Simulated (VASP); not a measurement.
# KF (P6_3/mmc) in VASP: notebook, part 2 of 2

VASP 6.6.1.

## (4) Single point, r2SCAN (21.58 Å³/atom)

This run uses another cell than the first one, of 21.58 Å³/atom.

The input, POSCAR:

```
KF
1.0
    4.3931652256      0.0000000000      0.0000000000
   -2.1965826128      3.8045926884      0.0000000000
    0.0000000000      0.0000000000      5.1640791872
K F
2 2
Direct
    0.3333333333      0.6666666667      0.2500000000
    0.6666666667      0.3333333333      0.7500000000
    0.6666666667      0.3333333333      0.2500000000
    0.3333333333      0.6666666667      0.7500000000
```

The input, INCAR.step1:

```
SYSTEM = KF
PREC = Accurate
ENCUT = 520
ISMEAR = 0
SIGMA = 0.01
LREAL = .False.
LASPH = .True.
NELM = 80
NBANDS = 24
GGA = PE
ALGO = Normal
EDIFF = 1E-4
LWAVE = .True.
LCHARG = .False.
```

The input, INCAR.step2:

```
SYSTEM = KF
PREC = Accurate
ENCUT = 520
EDIFF = 1E-7
ISMEAR = 0
SIGMA = 0.01
LREAL = .False.
LASPH = .True.
NELM = 80
ALGO = Normal
ISIF = 2
LWAVE = .False.
LCHARG = .True.
METAGGA = R2SCAN
LMIXTAU = .True.
LELF = .True.
LVHAR = .True.
NBANDS = 24
ISTART = 1
```

The input, KPOINTS:

```
regular mesh
0
Gamma
  6 6 4
  0 0 0
```

Potentials or basis: VASP PAW PBE potentials, release 64 (K_sv, F).

On the command line:

```
cat potpaw_PBE.64/K_sv/POTCAR potpaw_PBE.64/F/POTCAR > POTCAR
cp INCAR.step1 INCAR
mpirun -np 1 vasp_std > vasp.out
cp INCAR.step2 INCAR
mpirun -np 1 vasp_std > vasp.out
```

OUTCAR:

```text
SYSTEM = KF
   PREC = Accurate
   ENCUT = 520
   EDIFF = 1E-7
   ISMEAR = 0
   LREAL = .False.
   LASPH = .True.
   NELM = 80
   ISIF = 2
   METAGGA = R2SCAN
   ISTART = 1

 ion  position               nearest neighbor table
   1  0.333  0.667  0.250-   3 2.54   3 2.54   3 2.54   4 2.58   4 2.58   2 3.62   2 3.62   2 3.62
                             2 3.62   2 3.62   2 3.62
   2  0.667  0.333  0.750-   4 2.54   4 2.54   4 2.54   3 2.58   3 2.58   1 3.62   1 3.62   1 3.62
                             1 3.62   1 3.62   1 3.62
   3  0.667  0.333  0.250-   1 2.54   1 2.54   1 2.54   2 2.58   2 2.58
   4  0.333  0.667  0.750-   2 2.54   2 2.54   2 2.54   1 2.58   1 2.58

  LATTYP: Found a hexagonal cell.
 ALAT       =     4.3931652256
 C/A-ratio  =     1.1754803022

  Lattice vectors:

 A1 = (   4.3931652256,   0.0000000000,   0.0000000000)
 A2 = (  -2.1965826128,   3.8045926884,   0.0000000000)
 A3 = (   0.0000000000,   0.0000000000,   5.1640791872)

Analysis of symmetry for initial positions (statically):
=====================================================================
 Subroutine PRICEL returns:
 Original cell was already a primitive cell.

 Routine SETGRP: Setting up the symmetry group for a
 hexagonal supercell.

 Subroutine GETGRP returns: Found 24 space group operations
 (whereof 12 operations were pure point group operations)
 out of a pool of 24 trial point group operations.

The static configuration has the point symmetry D_3d.
 The point group associated with its full space group is D_6h.

Analysis of symmetry for dynamics (positions and initial velocities):
=====================================================================
 Subroutine PRICEL returns:
 Original cell was already a primitive cell.

 Routine SETGRP: Setting up the symmetry group for a
 hexagonal supercell.

 Subroutine GETGRP returns: Found 24 space group operations
 (whereof 12 operations were pure point group operations)
 out of a pool of 24 trial point group operations.

The dynamic configuration has the point symmetry D_3d.
 The point group associated with its full space group is D_6h.

 Subroutine INISYM returns: Found 24 space group operations
 (whereof 12 operations are pure point group operations),
 and found     1 'primitive' translations

----------------------------------------------------------------------------------------

                                     Primitive cell

  volume of cell :      86.3135

  direct lattice vectors                    reciprocal lattice vectors
     4.393165226  0.000000000  0.000000000     0.227626312  0.131420113  0.000000000
    -2.196582613  3.804592688  0.000000000     0.000000000  0.262840225  0.000000000
     0.000000000  0.000000000  5.164079187     0.000000000  0.000000000  0.193645365

  length of vectors
     4.393165226  4.393165226  5.164079187     0.262840225  0.262840225  0.193645365

  position of ions in fractional coordinates (direct lattice)
     0.333333333  0.666666667  0.250000000
     0.666666667  0.333333333  0.750000000
     0.666666667  0.333333333  0.250000000
     0.333333333  0.666666667  0.750000000

  ion indices of the primitive-cell ions
   primitive index   ion index
                 1           1
                 2           2
[... 25 lines left out ...]
 ===========================================

 Found     21 irreducible k-points:

 Following reciprocal coordinates:
            Coordinates               Weight
  0.000000  0.000000  0.000000      1.000000
  0.166667 -0.000000  0.000000      6.000000
  0.333333 -0.000000  0.000000      6.000000
  0.500000 -0.000000  0.000000      3.000000
  0.166667  0.166667  0.000000      6.000000
  0.333333  0.166667  0.000000     12.000000
[... 13 lines left out ...]
  0.333333  0.166667  0.500000     12.000000
  0.333333  0.333333  0.500000      2.000000
   k-points           NKPTS =     21   k-points in BZ     NKDIM =     21   number of bands    NBANDS=     24
   number of dos      NEDOS =    301   number of ions     NIONS =      4
   total plane-waves  NPLWV =  51840
   dimension x,y,z NGX =    36 NGY =   36 NGZ =   40
   dimension x,y,z NGXF=    72 NGYF=   72 NGZF=   80
   ions per type =               2   2
   NGX,Y,Z   is equivalent  to a cutoff of  13.62, 13.62, 12.88 a.u.
   NGXF,Y,Z  is equivalent  to a cutoff of  27.25, 27.25, 25.75 a.u.
 SYSTEM =  KF
   PREC   = accura    normal or accurate (medium, high low for compatibility)
   ISTART =      1    job   : 0-new  1-cont  2-samecut
   ICHARG =      0    charge: 1-file 2-atom 10-const
   ISPIN  =      1    spin polarized calculation?
   LNONCOLLINEAR =      F non collinear calculations
   LSORBIT =      F    spin-orbit coupling
   LASPH  =      T    aspherical Exc in radial PAW
   ENCUT  =  520.0 eV  38.22 Ry    6.18 a.u.   8.17  8.17  9.60*2*pi/ulx,y,z
   NELM   =     80;   NELMIN=  2; NELMDL=  0     # of ELM steps
   EDIFF  = 0.1E-06   stopping-criterion for ELM
   LREAL  =      F    real-space projection
   EDIFFG = 0.1E-05   stopping-criterion for IOM
   NSW    =      0    number of steps for IOM
   IBRION =     -1    ionic relax: 0-MD 1-quasi-New 2-CG
   NFREE  =      0    steps in history (QN), initial steepest desc. (CG)
   ISIF   =      2    stress and relaxation
   ISYM   =      2    0-nonsym 1-usesym 2-fastsym
   POTIM  = 0.5000    time-step for ionic-motion
   TEBEG  =    0.0;   TEEND  =   0.0 temperature during run
   PSTRESS=    0.0 pullay stress
   NELECT =      32.0000    total number of electrons
   NUPDOWN=      -1.0000    fix difference up-down
   EMIN   =  10.00;   EMAX   =-10.00  energy-range for DOS
   EFERMI =   0.00;   METHOD = LEGACY
   ISMEAR =     0;   SIGMA  =   0.01  broadening in eV -4-tet -1-fermi 0-gaus
   EFERMI_NEDOS =   21; number of points for ismear=-14 and -15
   IALGO  =     38    algorithm
   IMIX   =      4    mixing-type and parameters
     AMIX     =   0.40;   BMIX     =  1.00
     AMIX_MAG =   1.60;   BMIX_MAG =  1.00
  volume/ion in A,a.u.               =      21.58       145.62
  Fermi-wavevector in a.u.,A,eV,Ry     =   1.176067  2.222444 18.818666  1.383133
  Thomas-Fermi vector in A             =   2.312437
   LORBIT       =      0    0 simple, 1 ext, 2 COOP (PROOUT), +10 PAW based schemes
   METAGGA = R2SCAN    functional components
   LHFCALC =     F    Hartree Fock is set to
   AEXX    =    0.0000 exact exchange contribution
   IVDW    =     0    specifies the selected vdW correction
   LEPSILON=     F    determine dielectric tensor
   LRPA    =     F    only Hartree local field effects (RPA)
 non-spin polarized calculation
 Gauss-broadening in eV      SIGMA  =   0.01
  energy-cutoff  :      520.00
  volume of cell :       86.31
 maximum number of plane-waves:      2347
 NGX is ok and might be reduce to    36
   NGX = 17   NGY = 17   NGZ = 19

 number of electron      32.0000003 magnetization

 Free energy of the ion-electron system (eV)
  ---------------------------------------------------
  ext. energy  EPLUGINS =         0.00000000
  ---------------------------------------------------
  free energy    TOTEN  =       -29.66171669 eV

  energy without entropy =      -29.66171669  energy(sigma->0) =      -29.66171669

 E-fermi :  -3.5476     XC(G=0):  -8.0733

 val. band max:       -3.6964418465   @ k =   0.0000   0.0000   0.0000
 cond. band min:       2.4291429814   @ k =   0.0000   0.0000   0.0000
 fundamental gap:      6.1255848279
 Fermi energy:        -3.5475745676

 k-point     1 :       0.0000    0.0000    0.0000
  band No.  band energies     occupation
      1     -30.7252      2.00000
      2     -30.5746      2.00000
      3     -23.5824      2.00000
      4     -23.5342      2.00000
      5     -13.7858      2.00000
      6     -13.5166      2.00000
[... 556 lines left out ...]
     23       9.2225      0.00000
     24       9.2225      0.00000

------------------------ aborting loop because EDIFF is reached ----------------------------------------

  FORCE on cell =-STRESS in cart. coord.  units (eV):
  Direction    XX          YY          ZZ          XY          YZ          ZX
  --------------------------------------------------------------------------------------
  -------------------------------------------------------------------------------------
  Total        1.0069133      1.0069133      1.2351137      0.0000000     -0.0000000      0.0000000
  in kB       18.6906361     18.6906361     22.9265614      0.0000000     -0.0000000      0.0000000
  external PRESSURE =      20.1026112 kB  Pullay stress =       0.0000000 kB

 VOLUME and BASIS-vectors are now :
 -----------------------------------------------------------------------------
  energy-cutoff  :      520.00
  volume of cell :       86.31
      direct lattice vectors                 reciprocal lattice vectors
     4.393165226  0.000000000  0.000000000     0.227626312  0.131420113  0.000000000
    -2.196582613  3.804592688  0.000000000     0.000000000  0.262840225  0.000000000
     0.000000000  0.000000000  5.164079187     0.000000000  0.000000000  0.193645365

 POSITION                                       TOTAL-FORCE (eV/Angst)
 -----------------------------------------------------------------------------------
     -0.00000      2.53640      1.29102        -0.000000     -0.000000      0.000000
      2.19658      1.26820      3.87306        -0.000000      0.000000      0.000000
      2.19658      1.26820      1.29102        -0.000000     -0.000000      0.000000
     -0.00000      2.53640      3.87306         0.000000      0.000000      0.000000
 -----------------------------------------------------------------------------------
    total drift:                               -0.000000      0.000000     -0.000000

  FREE ENERGIE OF THE ION-ELECTRON SYSTEM (eV)
  ---------------------------------------------------
  free  energy   TOTEN  =       -29.6617166851 eV

  energy  without entropy=      -29.6617166851  energy(sigma->0) =      -29.66171669
```

It took 5.4 min on 1 thread of Intel Xeon 8259CL, shared host; peak memory 0.24 GiB.

What came out:

- Free energy: -29.6617 eV
- Pressure: 2.0 GPa
- Band gap on the k mesh: 6.13 eV

Caveat: the PAW data sets were made with another functional, which shifts forces and pressure a little.

## (5) Single point, r2SCAN (22.27 Å³/atom)

This run uses another cell than the first one, of 22.27 Å³/atom.

The input, POSCAR:

```
KF
1.0
    4.4394124686      0.0000000000      0.0000000000
   -2.2197062343      3.8446439757      0.0000000000
    0.0000000000      0.0000000000      5.2184419104
K F
2 2
Direct
    0.3333333333      0.6666666667      0.2500000000
    0.6666666667      0.3333333333      0.7500000000
    0.6666666667      0.3333333333      0.2500000000
    0.3333333333      0.6666666667      0.7500000000
```

INCAR.step1: that of step 4 with these lines changed.

```diff
@@ -7,3 +7,3 @@
 LASPH = .True.
-NELM = 80
+NELM = 60
 NBANDS = 24
```

The input, INCAR.step2:

```
SYSTEM = KF
PREC = Accurate
ENCUT = 520
EDIFF = 1E-7
ISMEAR = 0
SIGMA = 0.01
LREAL = .False.
LASPH = .True.
NELM = 60
ALGO = Normal
ISIF = 2
LWAVE = .False.
LCHARG = .False.
METAGGA = R2SCAN
LMIXTAU = .True.
NBANDS = 24
ISTART = 1
```

The input, KPOINTS:

```
Automatic mesh
0
Gamma
  6 6 4
  0 0 0
```

On the command line:

```
cat potpaw_PBE.64/K_sv/POTCAR potpaw_PBE.64/F/POTCAR > POTCAR
cp INCAR.step1 INCAR
mpirun -np 1 vasp_std > vasp.out
cp INCAR.step2 INCAR
mpirun -np 1 vasp_std > vasp.out
```

Run time: 5.6 min. Hardware: 1 thread of Intel Xeon 8259CL, shared host; peak memory 0.24 GiB.

The run converged. Its results:

```
Free energy            : -29.6900 eV
Pressure               : 0.9 GPa
Band gap on the k mesh : 6.04 eV
```

Stress tensor (GPa, compression positive):
```
0.85 0.00 0.00
0.00 0.85 0.00
0.00 0.00 1.05
```

Levels at points of the mesh, in eV from the valence-band top:
```
           k point  band 12  band 13  band 14  band 15  band 16  band 17  band 18  band 19  band 20  band 21
(0.00, 0.00, 0.00)    -0.33    -0.31    -0.31    -0.13     0.00     6.04    10.88    11.35    11.35    11.85
(0.50, 0.00, 0.00)    -0.35    -0.18    -0.12    -0.12    -0.08     7.85     9.51    10.20    10.38    12.07
(0.00, 0.00, 0.50)    -0.50    -0.35    -0.35    -0.35    -0.35     7.69     7.69    11.85    11.85    11.85
(0.50, 0.00, 0.50)    -0.64    -0.32    -0.32    -0.18    -0.18     8.60     8.60    11.79    11.79    11.93
```

Caveat: the PAW data sets were made with another functional, which shifts forces and pressure a little.

## (6) Single point, r2SCAN

This run uses another cell than the first one, of 22.96 Å³/atom.

The input, POSCAR:

```
KF
1.0
    4.4847157248      0.0000000000      0.0000000000
   -2.2423578624      3.8838777464      0.0000000000
    0.0000000000      0.0000000000      5.2716949957
K F
2 2
Direct
    0.3333333333      0.6666666667      0.2500000000
    0.6666666667      0.3333333333      0.7500000000
    0.6666666667      0.3333333333      0.2500000000
    0.3333333333      0.6666666667      0.7500000000
```

The input, INCAR.step1:

```
ALGO     = Normal         # electronic algorithm
EDIFF    = 1E-4           # SCF threshold, eV
ENCUT    = 520            # plane-wave cutoff, eV
GGA      = PE             # functional
ISMEAR   = 0              # smearing method
LASPH    = T              # aspherical terms in the spheres
LCHARG   = F              # write CHGCAR
LREAL    = F              # projectors in reciprocal space
LWAVE    = T              # write WAVECAR
NBANDS   = 24             # bands
NELM     = 60             # most SCF steps
PREC     = Accurate       # precision mode
SIGMA    = 0.01           # smearing width, eV
```

The input, INCAR.step2:

```
ALGO     = Normal         # electronic algorithm
EDIFF    = 1E-6           # SCF threshold, eV
ENCUT    = 520            # plane-wave cutoff, eV
ISIF     = 2              # what is computed and relaxed
ISMEAR   = 0              # smearing method
ISTART   = 1            
LASPH    = T              # aspherical terms in the spheres
LCHARG   = F              # write CHGCAR
LMIXTAU  = T            
LREAL    = F              # projectors in reciprocal space
LWAVE    = F              # write WAVECAR
METAGGA  = R2SCAN         # meta-GGA
NBANDS   = 24             # bands
NELM     = 60             # most SCF steps
PREC     = Accurate       # precision mode
SIGMA    = 0.01           # smearing width, eV
```

The input, KPOINTS:

```
k-points
0
Gamma
  6 6 4
```

Potentials or basis: VASP PAW PBE potentials, release 64 (K_sv, F).

On the command line:

```
cat potpaw_PBE.64/K_sv/POTCAR potpaw_PBE.64/F/POTCAR > POTCAR
cp INCAR.step1 INCAR
mpirun -np 1 vasp_std > vasp.out
cp INCAR.step2 INCAR
mpirun -np 1 vasp_std > vasp.out
```

It took 4.6 min on 1 thread of Intel Xeon 8259CL, shared host; peak memory 0.24 GiB.

Results (log left out):

```
Free energy            : -29.7009 eV
Pressure               : 0.0 GPa
Band gap on the k mesh : 5.95 eV
```

Levels at points of the mesh, in eV from the valence-band top:
| k point | band 13 | band 14 | band 15 | band 16 | band 17 | band 18 | band 19 | band 20 |
| --- | --- | --- | --- | --- | --- | --- | --- | --- |
| (0.00, 0.00, 0.00) | -0.30 | -0.30 | -0.15 | 0.00 | 5.95 | 10.73 | 11.27 | 11.27 |
| (0.50, 0.00, 0.00) | -0.18 | -0.12 | -0.11 | -0.08 | 7.78 | 9.45 | 9.99 | 10.32 |
| (0.00, 0.00, 0.50) | -0.33 | -0.33 | -0.33 | -0.33 | 7.58 | 7.58 | 11.73 | 11.73 |
| (0.50, 0.00, 0.50) | -0.30 | -0.30 | -0.17 | -0.17 | 8.52 | 8.52 | 11.56 | 11.56 |

Caveat: the PAW data sets were made with another functional, which shifts forces and pressure a little.

## (7) Overview

| level | cell | k mesh | gap on the mesh (eV) | pressure (GPa) |
| --- | --- | --- | --- | --- |
| PBE | a = 4.635, b = 4.635, c = 5.481 Å, angles 90.0, 90.0, 120.0°, 4 atoms | 6 × 6 × 4 | 5.06 | -1.2 |
| PBE | a = 4.485, b = 4.485, c = 5.272 Å, angles 90.0, 90.0, 120.0°, 4 atoms | 6 × 6 × 6 | 5.37 | 1.3 |
| r2SCAN | a = 4.393, b = 4.393, c = 5.164 Å, angles 90.0, 90.0, 120.0°, 4 atoms | 6 × 6 × 4 | 6.13 | 2.0 |
| r2SCAN | a = 4.439, b = 4.439, c = 5.218 Å, angles 90.0, 90.0, 120.0°, 4 atoms | 6 × 6 × 4 | 6.04 | 0.9 |
| r2SCAN | a = 4.485, b = 4.485, c = 5.272 Å, angles 90.0, 90.0, 120.0°, 4 atoms | 6 × 6 × 4 | 5.95 | 0.0 |

Alike in all rows: task single point; potentials or basis VASP PAW PBE potentials, release 64 (K_sv, F); no spin polarisation; cutoff (eV) 520; smearing gaussian 0.01 eV.

Caveats: the PAW data sets were made with another functional, which shifts forces and pressure a little (at least some runs).

Total energies depend on the potentials used, so only differences within one code and one set of settings carry meaning.
